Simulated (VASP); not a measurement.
Input of a VASP 6.6.1 run:

Contents of INCAR:

```
SYSTEM = AsI
PREC     = Accurate       ! precision mode
ENCUT    = 520            ! plane-wave cutoff, eV
EDIFF    = 1E-7           ! SCF threshold, eV
ISMEAR   = 0              ! smearing method
SIGMA    = 0.1            ! smearing width, eV
LREAL    = .FALSE.        ! projectors in reciprocal space
LASPH    = .TRUE.         ! aspherical terms in the spheres
NELM     = 80             ! most SCF steps
ALGO     = Normal         ! electronic algorithm
ISIF     = 2              ! what is computed and relaxed
LWAVE    = .FALSE.        ! write WAVECAR
LCHARG   = .FALSE.        ! write CHGCAR
GGA      = PE             ! functional
NBANDS   = 13             ! bands
```

The input KPOINTS:

```
Automatic mesh
0
G
  6 6 4
  0 0 0
```

File POSCAR:

```
AsI
1.0
    3.6700107423      0.0000000000      0.0000000000
    0.0000000000      3.6700107423      0.0000000000
    0.0000000000      0.0000000000      3.8354407207
As I
1 1
Direct
    0.5000000000      0.5000000000      0.5000000000
    0.0000000000      0.0000000000      0.0000000000
```

Potentials or basis: VASP PAW PBE potentials, release 64 (As, I).

The run is started by

```sh
$ cat potpaw_PBE.64/As/POTCAR potpaw_PBE.64/I/POTCAR > POTCAR
$ mpirun -np 1 vasp_std > vasp.out
```

Question: What does it give for the pressure?

Answer: 0.1 GPa.

Question: Estimate the band gap on the k mesh.

Answer: Zero (band 6 reaches 9.04 eV, above the bottom of band 7 at 3.69 eV).

Stress tensor (GPa, compression positive):
```
-0.05  0.00  0.00
 0.00 -0.05  0.00
 0.00  0.00  0.29
```

Caveat: the k points lie up to 0.41 Å⁻¹ apart; spin-orbit coupling is left out, which moves the levels of the heavy elements.
